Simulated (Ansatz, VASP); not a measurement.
## One calculation of ZnSnN2, two programs

File INCAR:

```
PREC = Accurate
ENCUT = 520
EDIFF = 1E-6
ISMEAR = -1
SIGMA = 0.02
LREAL = F
LASPH = T
NELM = 100
ALGO = Normal
ISIF = 2
LWAVE = F
LCHARG = T
GGA = PE
LELF = T
LVHAR = T
NBANDS = 26
```

File KPOINTS:

```
Automatic mesh
0
Gamma
  10 10 10
```

File POSCAR:

```
ZnSnN2
1.0
    1.5836871714      0.9143422147      5.1498174722
   -1.5836871714      0.9143422147      5.1498174722
    0.0000000000     -1.8286844295      5.1498174722
Zn Sn N
1 1 2
Direct
    1.0000000000      0.0000000000      0.0000000000
    0.5000000000      0.5000000000      0.5000000000
    0.2464698152      0.2464698152      0.2464698152
    0.7535301848      0.7535301848      0.7535301848
```

Input for Ansatz:

```yaml
crystal:
  lattice:
    - [1.5836871714, 0.9143422147, 5.1498174722]
    - [-1.5836871714, 0.9143422147, 5.1498174722]
    - [0.0, -1.8286844295, 5.1498174722]
  atoms:
    - { symbol: Zn, position: [1.0, 0.0, 0.0] }
    - { symbol: Sn, position: [0.5, 0.5, 0.5] }
    - { symbol: "N", position: [0.2464698152, 0.2464698152, 0.2464698152] }
    - { symbol: "N", position: [0.7535301848, 0.7535301848, 0.7535301848] }
kpoints:
  mp_grid: { grid: [10, 10, 10] }
  band_path:
    path:
      - [0.0, 0.0, 0.0]
      - [0.5, 0.5, 0.5]
      - [0.8123176938, 0.1876823062, 0.5]
      - [0.5, -0.1876823062, 0.1876823062]
      - [0.5, 0.0, 0.0]
      - [0.3438411531, -0.3438411531, 0.0]
      - [0.6561588469, 0.0, 0.3438411531]
      - [0.5, 0.0, 0.5]
      - [-0.005208, 0.195312, -0.200521]
    npoints: 1
hamiltonian:
  xc: pbe
scf:
  occupations: { method: fermi_dirac, width: 0.02 }
  n_extra_bands: 5
output:
  forces: true
  stress: true
  eigenvalues: true
```

Alike in both runs: task single point; functional PBE; k mesh 10 × 10 × 10; occupations fermi-dirac, width 0.02 eV; no spin polarisation.

|  | VASP | Ansatz |
| --- | --- | --- |
| version | VASP 6.6.1 | Ansatz 0.2.0 |
| potentials or method | VASP PAW PBE potentials, release 64 (Zn, Sn_d, N) | plane waves, PAW |
| plane-wave cutoff (eV) | 520 | 420 |
| valence electrons in the cell | 36 | 36 |

|  | VASP | Ansatz | Ansatz less VASP |
| --- | --- | --- | --- |
| gap on the k mesh at the Fermi level (eV) | 0.73 | 0.74 | +0.002 |
| pressure (GPa) | 6.9 | 6.5 | -0.40 |
| traceless stress, the component that is largest in VASP (GPa) | -0.11 | -0.13 | -0.026 |
| rms of the force components (eV/Å) | 0.076 | 0.077 | +0.0012 |

Atom by atom the forces differ by 0.001 eV/Å (rms over components).
